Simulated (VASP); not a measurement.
Set up this calculation in VASP 6.6.1, as the native input.

| Item | Value |
| --- | --- |
| Task | single point |
| Functional | PBEsol |
| Potentials or basis | VASP PAW PBE potentials, release 64 (Cd, O) |
| Cutoff | 600 eV |
| k mesh | 6 × 6 × 6 |
| Occupations | gaussian, width 0.05 eV |
| Spin | no spin polarisation |
| Dipole correction | no |
| Further INCAR settings | ALGO = Normal; EDIFF = 1e-06; NBANDS = 16 |

The structure of CdO lies in POSCAR:

```
CdO
1.0
    0.0000000000      2.3500000000      2.3500000000
    2.3500000000      0.0000000000      2.3500000000
    2.3500000000      2.3500000000      0.0000000000
Cd O
1 1
Direct
    0.0000000000      0.0000000000      0.0000000000
    0.5000000000      0.5000000000      0.5000000000
```

One way to write it, as run:

INCAR

```
SYSTEM = CdO
PREC = Accurate
ENCUT = 600
EDIFF = 1E-6
ISMEAR = 0
SIGMA = 0.05
LREAL = .FALSE.
LASPH = .TRUE.
NELM = 120
ALGO = Normal
ISIF = 2
LWAVE = .FALSE.
LCHARG = .FALSE.
GGA = PS
NBANDS = 16
GGA_COMPAT = .FALSE.
```

KPOINTS

```
Automatic mesh
0
G
  6 6 6
  0 0 0
```

Potentials or basis: VASP PAW PBE potentials, release 64 (Cd, O).

Launch:

```bash
$ cat potpaw_PBE.64/Cd/POTCAR potpaw_PBE.64/O/POTCAR > POTCAR
$ mpirun -np 1 vasp_std > vasp.out
```

Results of the run:

The pressure is 0.5 GPa and the band gap on the k mesh is zero (band 9 reaches 1.87 eV, above the bottom of band 10 at 1.34 eV).

Caveat: the k points lie up to 0.39 Å⁻¹ apart; the PAW data sets were made with another functional, which shifts forces and pressure a little.

Wall time 5.3 s on 1 thread of Intel(R) Xeon(R) 6975P-C (Granite Rapids) (shared host), peak memory 0.15 GiB.
